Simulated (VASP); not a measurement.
Write the native input for VASP 6.6.1 that does the following.

| Item | Value |
| --- | --- |
| Task | single point |
| Functional | PBE |
| Potentials or basis | VASP PAW PBE potentials, release 64 (Fe) |
| Cutoff | 600 eV |
| k mesh | 4 × 4 × 4 |
| Occupations | fermi-dirac, width 0.1 eV |
| Spin | collinear spin, ferromagnetic start |
| Starting moments | [2.5] μB |
| Dipole correction | no |
| Further INCAR settings | ALGO = Normal; EDIFF = 1e-06; NBANDS = 14 |

The structure of Fe lies in POSCAR:

```
Fe
1.0
   -1.4523640054      1.4523640054      1.4523640054
    1.4523640054     -1.4523640054      1.4523640054
    1.4523640054      1.4523640054     -1.4523640054
Fe
1
Direct
    0.0000000000      0.0000000000      0.0000000000
```

One way to write it, as run:

INCAR

```
SYSTEM = Fe
PREC = Accurate
ENCUT = 600
EDIFF = 1E-6
ISMEAR = -1
SIGMA = 0.1
LREAL = .False.
LASPH = .True.
NELM = 200
ALGO = Normal
ISIF = 2
LWAVE = .False.
LCHARG = .False.
ISPIN = 2
MAGMOM = 2.5
LORBIT = 11
LMAXMIX = 4
GGA = PE
NBANDS = 14
GGA_COMPAT = .False.
```

KPOINTS

```
regular mesh
0
Gamma
  4 4 4
  0 0 0
```

Potentials or basis: VASP PAW PBE potentials, release 64 (Fe).

Run with:

```sh
$ cat potpaw_PBE.64/Fe/POTCAR > POTCAR
$ mpirun -np 1 vasp_std > vasp.out
```

Results of the run:

```yaml
Pressure: -15.4 GPa
Net_moment: 2.08 μB per cell
Site_moments: Fe +2.08 μB
Valence_electrons_inside_the_program's_atomic_spheres: Fe 7.14
```

Caveat: the k points lie up to 0.76 Å⁻¹ apart.

Wall time 7.2 s on 1 thread of Intel Xeon 8259CL (shared host), peak memory 0.13 GiB.
